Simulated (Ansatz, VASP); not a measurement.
# Two plane-wave programs on Tl2B

```xyz
3
Lattice="1.9873 1.1473 5.1408 -1.9873 1.1473 5.1408 0.0000 -2.2947 5.1408" Properties=species:S:1:pos:R:3 pbc="T T T"
Tl    0.0000    0.0000   11.5185
Tl    0.0000    0.0000    3.9039
B     0.0000    0.0000    0.0000
```

Change from the starting cell: species swapped into the Ho2C type (R-3m, No. 166).

Alike in both runs: functional PBE; k mesh 12 × 12 × 12; occupations gaussian, width 0.1 eV; no spin polarisation.

Ansatz relaxed the structure, and its values are those at the end. VASP's run is a single point on that final structure, the one shown.

```csv
,VASP,Ansatz
version,VASP 6.6.1,Ansatz 0.2.0
potentials or method,"VASP PAW PBE potentials, release 64 (Tl_d, B), cutoff 520 eV","scalar-relativistic, plane waves, PAW"
valence electrons in the cell,29,29
```

|  | VASP | Ansatz | Ansatz less VASP |
| --- | --- | --- | --- |
| gap on the k mesh at the Fermi level (eV) | none | none | - |
| pressure (GPa) | -0.1 | 0.0 | +0.04 |

A gap of «none» marks a metal or a gap that the smearing closes. The functional is the same, so the differences come from potentials, cutoffs and numerics.

Spin-orbit coupling is off throughout.
